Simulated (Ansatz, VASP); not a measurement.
GaAs in VASP and in Ansatz

Contents of INCAR:

```
PREC = Accurate
ENCUT = 520
EDIFF = 1E-6
ISMEAR = -1
SIGMA = 0.05
LREAL = F
LASPH = T
NELM = 80
ALGO = Normal
ISIF = 2
LWAVE = F
LCHARG = F
GGA = CA
NBANDS = 16
```

Contents of KPOINTS:

```
Automatic mesh
0
Gamma
  11 11 11
```

File POSCAR:

```
GaAs
1.0
    0.0000000000      2.7886446409      2.7886446409
    2.7886446409      0.0000000000      2.7886446409
    2.7886446409      2.7886446409      0.0000000000
Ga As
1 1
Direct
    0.0000000000      0.0000000000      0.0000000000
    0.7500000000      0.7500000000      0.7500000000
```

Input for Ansatz:

```yaml
crystal:
  lattice:
    - [0.0, 2.7886446409, 2.7886446409]
    - [2.7886446409, 0.0, 2.7886446409]
    - [2.7886446409, 2.7886446409, 0.0]
  atoms:
    - { symbol: Ga, position: [0.0, 0.0, 0.0] }
    - { symbol: As, position: [0.75, 0.75, 0.75] }
kpoints:
  mp_grid: { grid: [11, 11, 11] }
  band_path:
    path:
      - [0.0, 0.0, 0.0]
      - [-0.5, -0.5, 0.0]
      - [-0.375, -0.375, 0.25]
      - [-0.375, 0.0, 0.375]
      - [0.0, 0.0, 0.0]
      - [0.0, 0.0, 0.5]
      - [-0.5, -0.25, 0.25]
      - [-0.5, -0.5, 0.0]
    npoints: 5
scf:
  occupations: { method: fermi_dirac, width: 0.05 }
hamiltonian:
  xc: lda
  pseudopotentials: { kind: all_electron, lapw: { basis_error: 0.0005 } }
output:
  forces: true
  stress: true
  eigenvalues: true
```

Change from the starting cell: volume scaled by 0.96.

Alike in both runs: task single point; functional LDA; k mesh 11 × 11 × 11; occupations fermi-dirac, width 0.05 eV; no spin polarisation.

```csv
,VASP,Ansatz
version,VASP 6.6.1,Ansatz 0.2.0
potentials or method,"VASP PAW LDA potentials, release 64 (Ga_d, As), cutoff 520 eV","all-electron LAPW, scalar-relativistic"
```

|  | VASP | Ansatz | Ansatz less VASP |
| --- | --- | --- | --- |
| pressure (GPa) | 1.4 | 1.1 | -0.32 |

LDA's correlation is that of Perdew and Zunger in VASP and of Perdew and Wang (1992) in Ansatz. Ansatz ran all-electron here, and VASP with PAW potentials.
